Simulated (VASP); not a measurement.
# Ni in VASP: further runs, part 2 of 2

VASP 6.6.1.

### Step 3. Electric field gradients, LDA, collinear spin, ferromagnetic start (equal xx and yy strain of +1 %)

INCAR reads:

```
  ALGO = Normal
  EDIFF = 1E-8
  ENCUT = 520
  GGA_COMPAT = False
  ISIF = 2
  ISMEAR = -1
  ISPIN = 2
  LASPH = True
  LCHARG = False
  LEFG = True
  LMAXMIX = 4
  LORBIT = 11
  LREAL = False
  LWAVE = False
  MAGMOM = 1.5
  NBANDS = 15
  NELM = 200
  PREC = Accurate
  SIGMA = 0.05
```

KPOINTS reads:

```
k-points
0
Gamma
  20 20 20
```

POSCAR reads:

```
Ni
1.0
    0.0000000000      1.7856295000      1.7679500000
    1.7856295000      0.0000000000      1.7679500000
    1.7856295000      1.7856295000      0.0000000000
Ni
1
Direct
    0.0000000000      0.0000000000      0.0000000000
```

Potentials or basis: VASP PAW LDA potentials, release 64 (Ni).

On the command line:

```console
cat potpaw_LDA.64/Ni/POTCAR > POTCAR
mpirun -np 1 vasp_std > vasp.out
```

OUTCAR:

```text
EDIFF = 1E-8
   ENCUT = 520
   ISIF = 2
   ISMEAR = -1
   ISPIN = 2
   LASPH = True
   LORBIT = 11
   LREAL = False
   NELM = 200
   PREC = Accurate

 ion  position               nearest neighbor table
   1  0.000  0.000  0.000-

  LATTYP: Found a body centered tetragonal cell.
 ALAT       =     2.5252614563
 C/A-ratio  =     1.4002114479

  Lattice vectors:

 A1 = (   0.0000000000,  -1.7856295000,  -1.7679500000)
 A2 = (   0.0000000000,   1.7856295000,  -1.7679500000)
 A3 = (   1.7856295000,   0.0000000000,   1.7679500000)

Analysis of symmetry for initial positions (statically):
=====================================================================
 Subroutine PRICEL returns:
 Original cell was already a primitive cell.

 Routine SETGRP: Setting up the symmetry group for a
 body centered tetragonal supercell.

 Subroutine GETGRP returns: Found 16 space group operations
 (whereof 16 operations were pure point group operations)
 out of a pool of 16 trial point group operations.

The static configuration has the point symmetry D_4h.

Analysis of symmetry for dynamics (positions and initial velocities):
=====================================================================
 Subroutine PRICEL returns:
 Original cell was already a primitive cell.

 Routine SETGRP: Setting up the symmetry group for a
 body centered tetragonal supercell.

 Subroutine GETGRP returns: Found 16 space group operations
 (whereof 16 operations were pure point group operations)
 out of a pool of 16 trial point group operations.

The dynamic configuration has the point symmetry D_4h.

Analysis of structural, dynamic, and magnetic symmetry:
=====================================================================
 Subroutine PRICEL returns:
 Original cell was already a primitive cell.

 Routine SETGRP: Setting up the symmetry group for a
 body centered tetragonal supercell.

 Subroutine GETGRP returns: Found 16 space group operations
 (whereof 16 operations were pure point group operations)
 out of a pool of 16 trial point group operations.

The overall configuration has the point symmetry D_4h.

 Subroutine INISYM returns: Found 16 space group operations
 (whereof 16 operations are pure point group operations),
 and found     1 'primitive' translations

----------------------------------------------------------------------------------------

                                     Primitive cell

  volume of cell :      11.2741

  direct lattice vectors                    reciprocal lattice vectors
     0.000000000  1.785629500  1.767950000    -0.280013295  0.280013295  0.282813428
     1.785629500  0.000000000  1.767950000     0.280013295 -0.280013295  0.282813428
     1.785629500  1.785629500  0.000000000     0.280013295  0.280013295 -0.282813428

  length of vectors
     2.512791259  2.512791259  2.525261456     0.486619282  0.486619282  0.486619282

  position of ions in fractional coordinates (direct lattice)
     0.000000000  0.000000000  0.000000000

  ion indices of the primitive-cell ions
   primitive index   ion index
[... 116 lines left out ...]
  free energy    TOTEN  =        -6.48954640 eV

  energy without entropy =       -6.47370797  energy(sigma->0) =       -6.48162719

 E-fermi :   8.5226     XC(G=0): -13.4026

 val. band max:        8.5225725386   @ k =  -0.4500   0.0500   0.5000
 cond. band min:       8.5226283631   @ k =   0.4500   0.0500   0.1500
 fundamental gap:      0.0000558245
 Fermi energy:         8.5226139813

 spin component 1

 k-point     1 :       0.0000    0.0000    0.0000
  band No.  band energies     occupation
      1      -0.2108      1.00000
      2       6.2433      1.00000
      3       6.2433      1.00000
      4       6.3015      1.00000
      5       7.3239      1.00000
      6       7.3865      1.00000
      7      32.0166      0.00000
      8      35.4538      0.00000
      9      35.4538      0.00000
     10      35.5368      0.00000
     11      38.3095      0.00000
     12      38.3584      0.00000
     13      38.3584      0.00000
     14      41.6029      0.00000
[... 403 lines left out ...]
      4       6.5012      1.00000
      5       7.6975      1.00000
      6       8.0192      0.99996
      7      17.4457      0.00000
      8      30.0180      0.00000
      9      31.9926      0.00000
     10      33.5141      0.00000
     11      35.7192      0.00000
     12      37.6873      0.00000
     13      41.8642      0.00000
     14      48.1702      0.00000
     15      49.8672      0.00000

 [... further k-points ...]

 spin component 2

 k-point     1 :       0.0000    0.0000    0.0000
  band No.  band energies     occupation
      1      -0.1723      1.00000
      2       6.8688      1.00000
      3       6.8688      1.00000
      4       6.9264      1.00000
      5       7.9021      1.00000
      6       7.9643      0.99999
      7      31.9923      0.00000
      8      35.5035      0.00000
      9      35.5035      0.00000
     10      35.5922      0.00000
     11      38.4653      0.00000
     12      38.5199      0.00000
     13      38.5199      0.00000
     14      41.5739      0.00000
[... 403 lines left out ...]
      4       6.9409      1.00000
      5       8.3412      0.97413
      6       8.6352      0.09520
      7      17.6918      0.00000
      8      30.0769      0.00000
      9      32.0473      0.00000
     10      33.6430      0.00000
     11      35.8342      0.00000
     12      37.7864      0.00000
     13      41.9830      0.00000
     14      48.2820      0.00000
     15      50.0585      0.00000

 [... further k-points ...]

------------------------ aborting loop because EDIFF is reached ----------------------------------------

  FORCE on cell =-STRESS in cart. coord.  units (eV):
  Direction    XX          YY          ZZ          XY          YZ          ZX
  --------------------------------------------------------------------------------------
  -------------------------------------------------------------------------------------
  Total       -1.5805376     -1.5805376     -1.5103753      0.0000000     -0.0000000      0.0000000
  in kB     -224.6118906   -224.6118906   -214.6410525      0.0000000     -0.0000000      0.0000000
  external PRESSURE =    -221.2882779 kB  Pullay stress =       0.0000000 kB

 VOLUME and BASIS-vectors are now :
 -----------------------------------------------------------------------------
  energy-cutoff  :      520.00
  volume of cell :       11.27
      direct lattice vectors                 reciprocal lattice vectors
     0.000000000  1.785629500  1.767950000    -0.280013295  0.280013295  0.282813428
     1.785629500  0.000000000  1.767950000     0.280013295 -0.280013295  0.282813428
     1.785629500  1.785629500  0.000000000     0.280013295  0.280013295 -0.282813428

 POSITION                                       TOTAL-FORCE (eV/Angst)
 -----------------------------------------------------------------------------------
      0.00000      0.00000      0.00000        -0.000000      0.000000      0.000000
 -----------------------------------------------------------------------------------
    total drift:                                0.000000      0.000000      0.000000

  FREE ENERGIE OF THE ION-ELECTRON SYSTEM (eV)
  ---------------------------------------------------
  free  energy   TOTEN  =        -6.4895463975 eV

  energy  without entropy=       -6.4737079733  energy(sigma->0) =       -6.48162719

 Electric field gradients (V/A^2)
---------------------------------------------------------------------
 ion       V_xx      V_yy      V_zz      V_xy      V_xz      V_yz
---------------------------------------------------------------------
   1       0.344     0.344    -0.688    -0.001    -0.002    -0.002
---------------------------------------------------------------------

 Electric field gradients after diagonalization (V/A^2)
 (convention: |V_zz| > |V_xx| > |V_yy|)
----------------------------------------------------------------------
 ion       V_xx      V_yy      V_zz     asymmetry (V_yy - V_xx)/ V_zz
----------------------------------------------------------------------
   1       0.344     0.343    -0.688       0.002
----------------------------------------------------------------------

           NMR quadrupolar parameters

 Cq : quadrupolar parameter    Cq=e*Q*V_zz/h
 eta: asymmetry parameters     (V_yy - V_xx)/ V_zz
 Q  : nuclear electric quadrupole moment in mb (millibarn)
----------------------------------------------------------------------
 ion       Cq(MHz)       eta       Q (mb)
----------------------------------------------------------------------
   1      -0.002       0.002       1.000
----------------------------------------------------------------------

 total charge

# of ion       s       p       d       tot
------------------------------------------
    1        0.485   0.465   8.310   9.260

 magnetization (x)

# of ion       s       p       d       tot
------------------------------------------
    1       -0.005  -0.018   0.645   0.621
```

It took 3.6 min on 1 thread of Intel Xeon Platinum 8488C (Sapphire Rapids), shared host; peak memory 0.26 GiB.

What came out:

* Free energy: -6.4895 eV
* Pressure: -22.1 GPa
* Net moment: 0.61 μB per cell
* Site moments: Ni +0.62 μB
* Largest electric field gradient by atom: Ni -0.7 V/Å²
* Valence electrons inside the program's atomic spheres: Ni 9.26

Electric field gradients, principal values (V/Å²):
| atom | least | middle | greatest (by size) |
| --- | --- | --- | --- |
| 1 Ni | 0.343 | 0.344 | -0.688 |

Caveat: the cell differs from its parent crystal (equal xx and yy strain of +1 %); the cell stands under tension; without QUAD_EFG the Cq values of the log hold for a quadrupole moment of 1 mb, not for the nuclei.
